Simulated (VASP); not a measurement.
SiC: single point with PBEsol

SiC:

```
Si C
1.0
     0.00000    2.11799    2.11799
     2.11799    0.00000    2.11799
     2.11799    2.11799    0.00000
Si C
1 1
Cartesian
  0.0000 0.0000 0.0000
  3.1770 3.1770 3.1770
```

```yaml
Program: VASP 6.6.1
Task: single point
Functional: PBEsol
Potentials_or_basis: VASP PAW PBE potentials, release 64 (Si, C)
Cutoff: 520 eV
k_mesh: 12 × 12 × 12
Occupations: gaussian, width 0.01 eV
Spin: no spin polarisation
```

```
Pressure               : 22.4 GPa
Band gap on the k mesh : 1.15 eV, indirect (least direct gap 4.53 eV)
```

Levels at points of the mesh, in eV from the valence-band top:
| k point | band 1 | band 2 | band 3 | band 4 | band 5 | band 6 | band 7 | band 8 |
| --- | --- | --- | --- | --- | --- | --- | --- | --- |
| (0.00, 0.00, 0.00) | -16.11 | 0.00 | 0.00 | 0.00 | 7.19 | 7.86 | 7.86 | 7.86 |
| (0.50, 0.00, 0.00) | -12.18 | -9.08 | -1.07 | -1.07 | 6.16 | 7.49 | 7.49 | 10.39 |
| (0.50, 0.50, 0.00) | -10.63 | -8.12 | -3.37 | -3.37 | 1.15 | 4.51 | 14.96 | 14.96 |

Wall time 9.5 s on 1 thread of Intel(R) Xeon(R) Platinum 8259CL CPU @ 2.50GHz (Skylake/Cascade Lake), with other jobs on the host, peak memory 0.14 GiB.

Caveat: the PAW data sets were made with another functional, which shifts forces and pressure a little. As with any semilocal functional, this PBEsol gap is likely too small.
